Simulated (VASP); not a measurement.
BP:

```
CELL_PARAMETERS angstrom
0.00000 2.25377 2.25377
2.25377 0.00000 2.25377
2.25377 2.25377 0.00000
ATOMIC_POSITIONS crystal
P 0.75000 0.75000 0.75000
B 0.00000 0.00000 0.00000
```

Base run:

```yaml
Program: VASP 6.6.1
Functional: b88 exchange, pbe correlation
Potentials_or_basis: VASP PAW PBE potentials, release 64 (P, B)
Cutoff: 500 eV
k_mesh: 10 × 10 × 10
Occupations: fermi-dirac, width 0.05 eV
Spin: no spin polarisation
```

Its results: band gap on the k mesh 1.22 eV (least direct gap 3.45 eV); pressure 4.7 GPa.

**Question.** The run is repeated on the same cell with these changes: functional from b88 exchange, pbe correlation to PBE0; cutoff from 500 eV to 520 eV; k mesh from 10 × 10 × 10 to 5 × 5 × 5. What comes out?

**Answer.** Band gap on the k mesh 2.69 eV (least direct gap 5.12 eV); pressure 1.5 GPa.

Several settings changed at once.

Caveats: some runs use coarse meshes; the PAW data sets were made with another functional, which shifts forces and pressure a little; the cell stands under pressure (at least some runs); an odd mesh through Γ misses points on the zone boundary, where band edges can lie (at least some runs).
